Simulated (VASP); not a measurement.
# PbI2 (P-3m1) in VASP: notebook, part 2 of 2

VASP 6.6.1. Earlier steps stand in the parts before.

### Step 3. Single point, PBE (44.22 Å³/atom)

This run uses another cell than the first one, of 44.22 Å³/atom.

INCAR reads:

```
  PREC = Accurate
  ENCUT = 500
  EDIFF = 1E-6
  ISMEAR = 0
  SIGMA = 0.02
  LREAL = F
  LASPH = T
  NELM = 120
  ALGO = Normal
  ISIF = 2
  LWAVE = F
  LCHARG = F
  GGA = PE
  NBANDS = 21
  GGA_COMPAT = F
```

KPOINTS reads:

```
regular mesh
0
Gamma
  6 6 4
```

POSCAR reads:

```
PbI2
1.0
    4.6094881070      0.0000000000      0.0000000000
   -2.3047440535      3.9919337991      0.0000000000
    0.0000000000      0.0000000000      7.2095081866
Pb I
1 2
Direct
    0.0000000000      0.0000000000      0.0000000000
    0.3333333333      0.6666666667      0.2604386112
    0.6666666667      0.3333333333      0.7395613888
```

Potentials or basis: VASP PAW PBE potentials, release 64 (Pb_d, I).

Started as:

```sh
> cat potpaw_PBE.64/Pb_d/POTCAR potpaw_PBE.64/I/POTCAR > POTCAR
> mpirun -np 1 vasp_std > vasp.out
```

OUTCAR:

```text
PREC = Accurate
   ENCUT = 500
   EDIFF = 1E-6
   ISMEAR = 0
   LREAL = F
   LASPH = T
   NELM = 120
   ISIF = 2
   GGA = PE

 ion  position               nearest neighbor table
   1  0.000  0.000  0.000-   2 3.26   3 3.26   2 3.26   3 3.26   3 3.26   2 3.26
   2  0.333  0.667  0.260-   1 3.26   1 3.26   1 3.26
   3  0.667  0.333  0.740-   1 3.26   1 3.26   1 3.26

  LATTYP: Found a hexagonal cell.
 ALAT       =     4.6094881070
[... 768 lines left out ...]

  FORCE on cell =-STRESS in cart. coord.  units (eV):
  Direction    XX          YY          ZZ          XY          YZ          ZX
  --------------------------------------------------------------------------------------
  -------------------------------------------------------------------------------------
  Total        0.5170294      0.5170294      0.4678484      0.0000000      0.0000000      0.0000000
  in kB        6.2443061      6.2443061      5.6503333      0.0000000      0.0000000      0.0000000
  external PRESSURE =       6.0463152 kB  Pullay stress =       0.0000000 kB

 VOLUME and BASIS-vectors are now :
 -----------------------------------------------------------------------------
  energy-cutoff  :      500.00
  volume of cell :      132.66
      direct lattice vectors                 reciprocal lattice vectors
     4.609488107  0.000000000  0.000000000     0.216943829  0.125252578  0.000000000
    -2.304744053  3.991933799  0.000000000     0.000000000  0.250505156  0.000000000
     0.000000000  0.000000000  7.209508187     0.000000000  0.000000000  0.138705717

 POSITION                                       TOTAL-FORCE (eV/Angst)
 -----------------------------------------------------------------------------------
      0.00000      0.00000      0.00000         0.000000      0.000000      0.000000
     -0.00000      2.66129      1.87763        -0.000000      0.000000      0.004088
      2.30474      1.33064      5.33187         0.000000      0.000000     -0.004088
 -----------------------------------------------------------------------------------
    total drift:                                0.000000      0.000000     -0.000000

  FREE ENERGIE OF THE ION-ELECTRON SYSTEM (eV)
  ---------------------------------------------------
  free  energy   TOTEN  =        -8.5998823849 eV

  energy  without entropy=       -8.5998823849  energy(sigma->0) =       -8.59988238
```

OSZICAR:

```text
N       E                     dE             d eps       ncg     rms          rms(c)
DAV:   1     0.228997334837E+03    0.22900E+03   -0.11351E+04  1008   0.113E+03
DAV:   2     0.128878295894E+02   -0.21611E+03   -0.20761E+03  1107   0.286E+02
DAV:   3    -0.801725130720E+01   -0.20905E+02   -0.20688E+02  1300   0.988E+01
DAV:   4    -0.878527090627E+01   -0.76802E+00   -0.76739E+00  1379   0.225E+01
DAV:   5    -0.880558330637E+01   -0.20312E-01   -0.20311E-01  1332   0.318E+00    0.333E+00
DAV:   6    -0.860228693980E+01    0.20330E+00   -0.48885E-01  1338   0.438E+00    0.226E+00
DAV:   7    -0.859676953524E+01    0.55174E-02   -0.18485E-01  1331   0.195E+00    0.112E+00
DAV:   8    -0.859973134031E+01   -0.29618E-02   -0.23075E-02  1148   0.130E+00    0.205E-01
DAV:   9    -0.859971153739E+01    0.19803E-04   -0.33705E-03  1216   0.426E-01    0.958E-02
DAV:  10    -0.859985548634E+01   -0.14395E-03   -0.42462E-04  1188   0.145E-01    0.283E-02
DAV:  11    -0.859988295237E+01   -0.27466E-04   -0.66975E-05  1255   0.447E-02    0.157E-02
DAV:  12    -0.859988227914E+01    0.67323E-06   -0.10438E-05  1208   0.182E-02    0.538E-03
DAV:  13    -0.859988238489E+01   -0.10575E-06   -0.13680E-06   981   0.572E-03
   1 F= -.85998824E+01 E0= -.85998824E+01  d E =-.120360E-26
```

Run time: 29 s. Hardware: 1 thread of Intel Xeon 6975P-C (Granite Rapids), shared host; peak memory 0.27 GiB.

What came out:

- Free energy: -8.5999 eV
- Pressure: 0.6 GPa
- Largest force: 0.004 eV/Å
- Band gap on the k mesh: 2.31 eV

Forces on the atoms (eV/Å):
```
Pb   0.000  0.000  0.000
I    0.000  0.000  0.004
I    0.000  0.000 -0.004
```

Levels at points of the mesh, in eV from the valence-band top:
```tsv
k point	band 10	band 11	band 12	band 13	band 14	band 15	band 16	band 17	band 18	band 19
(0.00, 0.00, 0.00)	-0.87	-0.87	-0.75	-0.75	-0.64	2.54	3.39	3.39	6.32	7.52
(0.50, 0.00, 0.00)	-2.11	-1.84	-1.31	-0.66	-0.34	2.96	3.76	4.62	5.31	7.99
(0.00, 0.00, 0.50)	-0.97	-0.97	-0.62	-0.62	0.00	2.31	3.26	3.26	6.58	7.49
(0.50, 0.00, 0.50)	-1.68	-1.58	-1.12	-0.93	-0.61	3.28	3.81	4.11	5.89	7.70
```

Caveat: spin-orbit coupling is left out, which moves the levels of the heavy elements; this functional lacks dispersion, which binds layers or chains, so the pressure and a relaxed spacing across them are unreliable.

### Step 4. Single point, PBE (45.68 Å³/atom)

This run uses another cell than the first one, of 45.68 Å³/atom.

INCAR reads:

```
SYSTEM = PbI2
ALGO     = Normal         ! electronic algorithm
EDIFF    = 1E-6           ! SCF threshold, eV
ENCUT    = 500            ! plane-wave cutoff, eV
GGA      = PE             ! functional
GGA_COMPAT= .False.      
ISIF     = 2              ! what is computed and relaxed
ISMEAR   = 0              ! smearing method
LASPH    = .True.         ! aspherical terms in the spheres
LCHARG   = .False.        ! write CHGCAR
LREAL    = .False.        ! projectors in reciprocal space
LWAVE    = .False.        ! write WAVECAR
NBANDS   = 21             ! bands
NELM     = 120            ! most SCF steps
PREC     = Accurate       ! precision mode
SIGMA    = 0.02           ! smearing width, eV
```

KPOINTS reads:

```
k-points
0
Gamma
  6 6 4
  0 0 0
```

POSCAR reads:

```
PbI2
1.0
    4.6369616309      0.0000000000      0.0000000000
   -2.3184808155      4.0157265687      0.0000000000
    0.0000000000      0.0000000000      7.3591980979
Pb I
1 2
Direct
    0.0000000000      0.0000000000      0.0000000000
    0.3333333333      0.6666666667      0.2539386186
    0.6666666667      0.3333333333      0.7460613814
```

Started as:

```sh
> cat potpaw_PBE.64/Pb_d/POTCAR potpaw_PBE.64/I/POTCAR > POTCAR
> mpirun -np 1 vasp_std > vasp.out
```

Wall time 31 s (1 thread of Intel Xeon 6975P-C (Granite Rapids), shared host); peak memory 0.26 GiB.

Results (log left out):

* Free energy: -8.6122 eV
* Pressure: 0.3 GPa
* Largest force: 0.007 eV/Å
* Band gap on the k mesh: 2.38 eV

Forces on the atoms (eV/Å):
```
Pb   0.000  0.000  0.000
I    0.000  0.000  0.007
I    0.000  0.000 -0.007
```

Levels at points of the mesh, in eV from the valence-band top:
| k point | band 12 | band 13 | band 14 | band 15 | band 16 | band 17 |
| --- | --- | --- | --- | --- | --- | --- |
| (0.00, 0.00, 0.00) | -0.65 | -0.65 | -0.58 | 2.57 | 3.44 | 3.44 |
| (0.50, 0.00, 0.00) | -1.12 | -0.59 | -0.31 | 3.06 | 3.88 | 4.66 |
| (0.00, 0.00, 0.50) | -0.55 | -0.55 | 0.00 | 2.38 | 3.34 | 3.34 |
| (0.50, 0.00, 0.50) | -0.95 | -0.80 | -0.55 | 3.36 | 3.93 | 4.16 |

Caveat: spin-orbit coupling is left out, which moves the levels of the heavy elements; this functional lacks dispersion, which binds layers or chains, so the pressure and a relaxed spacing across them are unreliable. A k mesh can miss the band edges.

### Step 5. The runs side by side

```tsv
cell	gap on the mesh (eV)	pressure (GPa)	largest force (eV/Å)
a = 4.573, b = 4.573, c = 7.085 Å, angles 90.0, 90.0, 120.0°, 3 atoms, atomic positions A	2.24	1.0	0.01
a = 4.609, b = 4.609, c = 7.210 Å, angles 90.0, 90.0, 120.0°, 3 atoms, atomic positions B	2.31	0.6	-
a = 4.637, b = 4.637, c = 7.359 Å, angles 90.0, 90.0, 120.0°, 3 atoms, atomic positions C	2.38	0.3	0.01
```

Alike in all rows: task single point; level PBE; potentials or basis VASP PAW PBE potentials, release 64 (Pb_d, I); no spin polarisation; k mesh 6 × 6 × 4; cutoff (eV) 500; smearing gaussian 0.02 eV.

Caveats: spin-orbit coupling is left out, which moves the levels of the heavy elements; this functional lacks dispersion, which binds layers or chains, so the pressure and a relaxed spacing across them are unreliable.

Total energies depend on the potentials used, so only differences within one code and one set of settings carry meaning.
